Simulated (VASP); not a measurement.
A run of VASP 6.6.1 is set up as follows.

The input INCAR:

```
  PREC = Accurate
  ENCUT = 520
  EDIFF = 1E-7
  ISMEAR = 0
  SIGMA = 0.15
  LREAL = F
  LASPH = T
  NELM = 100
  ALGO = Fast
  ISIF = 2
  LWAVE = F
  LCHARG = F
  GGA = PS
  NBANDS = 10
```

KPOINTS

```
Automatic mesh
0
Gamma
  14 14 14
```

The input POSCAR:

```
K
1.0
   -2.5525500000      2.5525500000      2.6180000000
    2.5525500000     -2.5525500000      2.6180000000
    2.5525500000      2.5525500000     -2.6180000000
K
1
Direct
    0.0000000000      0.0000000000      0.0000000000
```

Potentials or basis: VASP PAW PBE potentials, release 64 (K_sv).

The run is started by

```console
$ cat potpaw_PBE.64/K_sv/POTCAR > POTCAR
$ mpirun -np 1 vasp_std > vasp.out
```

(1) Estimate the pressure.

(2) Predict the band gap on the k mesh.

Answers

(1) 0.1 GPa.

(2) zero (an odd number of electrons rules out a gap without spin polarisation).

Caveat: the cell differs from its parent crystal (strain -0.025 along x and y, +0.000 along z); the PAW data sets were made with another functional, which shifts forces and pressure a little.
